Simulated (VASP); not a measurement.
Set up this calculation in VASP 6.6.1, as the native input.

| Property | Result |
| --- | --- |
| Task | single point |
| Functional | PBE-based screened hybrid with 15 % exact exchange |
| Potentials or basis | VASP PAW PBE potentials, release 64 (Hf_pv, B) |
| Cutoff | 520 eV |
| k mesh | 5 × 5 × 5 |
| Occupations | fermi-dirac, width 0.05 eV |
| Spin | no spin polarisation |
| Dipole correction | no |
| Grid for exact exchange (PRECFOCK) | Normal |
| Share of exact exchange | 0.15 |
| Further INCAR settings | ALGO = Normal; EDIFF = 1e-06; NBANDS = 15 |
| Screening parameter | 0.2 1/Å |

Crystal: HfB2.

```
Hf B
1.0
     0.00000    2.71608    2.71608
     2.71608    0.00000    2.71608
     2.71608    2.71608    0.00000
Hf B
1 2
Direct
  0.00000 0.00000 0.00000
  0.25000 0.25000 0.25000
  0.75000 0.75000 0.75000
```

These files were run (other wordings do the same):

POSCAR

```
HfB2
1.0
    0.0000000000      2.7160800000      2.7160800000
    2.7160800000      0.0000000000      2.7160800000
    2.7160800000      2.7160800000      0.0000000000
Hf B
1 2
Direct
    0.0000000000      0.0000000000      0.0000000000
    0.2500000000      0.2500000000      0.2500000000
    0.7500000000      0.7500000000      0.7500000000
```

INCAR.step1

```
SYSTEM = HfB2
PREC = Accurate
ENCUT = 520
EDIFF = 1E-5
ISMEAR = -1
SIGMA = 0.05
LREAL = .FALSE.
LASPH = .TRUE.
NELM = 60
ALGO = Normal
ISIF = 2
LWAVE = .TRUE.
GGA = PE
NBANDS = 15
```

INCAR.step2

```
SYSTEM = HfB2
PREC = Accurate
ENCUT = 520
EDIFF = 1E-6
ISMEAR = -1
SIGMA = 0.05
LREAL = .FALSE.
LASPH = .TRUE.
NELM = 60
ALGO = Normal
ISIF = 2
LWAVE = .FALSE.
LCHARG = .TRUE.
GGA = PE
LHFCALC = .TRUE.
AEXX = 0.15
HFSCREEN = 0.2
PRECFOCK = Normal
LELF = .TRUE.
LVHAR = .TRUE.
ISTART = 1
NBANDS = 15
```

KPOINTS

```
Automatic mesh
0
G
  5 5 5
  0 0 0
```

Potentials or basis: VASP PAW PBE potentials, release 64 (Hf_pv, B).

Launch:

```sh
$ cat potpaw_PBE.64/Hf_pv/POTCAR potpaw_PBE.64/B/POTCAR > POTCAR
$ cp INCAR.step1 INCAR
$ mpirun -np 1 vasp_std > vasp.out
$ cp INCAR.step2 INCAR
$ mpirun -np 1 vasp_std > vasp.out
```

It gave:

* Pressure: -1.8 GPa
* Band gap on the k mesh: zero (bands 8 and 9 overlap by 0.99 eV)

Caveat: the k points lie up to 0.40 Å⁻¹ apart, too coarse for converged energies and pressures of a metal; the PAW data sets were made with another functional, which shifts forces and pressure a little; spin-orbit coupling is left out, which moves the levels of the heavy elements.

Wall time 5.6 min on 1 thread of Intel(R) Xeon(R) 6975P-C (Granite Rapids) (shared host), peak memory 0.28 GiB.
